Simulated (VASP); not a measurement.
Input of a VASP 6.6.1 run:

The input INCAR:

```
PREC = Accurate ; ENCUT = 520
EDIFF = 1E-6 ; ISMEAR = -1
SIGMA = 0.05 ; LREAL = F
LASPH = T ; NELM = 80
ALGO = Normal ; ISIF = 2
LWAVE = F ; LCHARG = T
GGA = PE ; LELF = T
LVHAR = T ; NBANDS = 21
```

KPOINTS

```
regular mesh
0
Gamma
  16 16 9
```

Contents of POSCAR:

```
Ru
1.0
    2.7224821912      0.0000000000      0.0000000000
   -1.3612410956      2.3577387390      0.0000000000
    0.0000000000      0.0000000000      4.2886296544
Ru
2
Direct
    0.3333333333      0.6666666667      0.2500000000
    0.6666666667      0.3333333333      0.7500000000
```

Potentials or basis: VASP PAW PBE potentials, release 64 (Ru_pv).

Command:

```console
$ cat potpaw_PBE.64/Ru_pv/POTCAR > POTCAR
$ mpirun -np 1 vasp_std > vasp.out
```

Question: Estimate the band gap on the k mesh.

Answer: Zero (band 14 reaches 14.13 eV, above the bottom of band 15 at 11.05 eV).

Question: What does it give for the pressure?

Answer: -0.1 GPa.
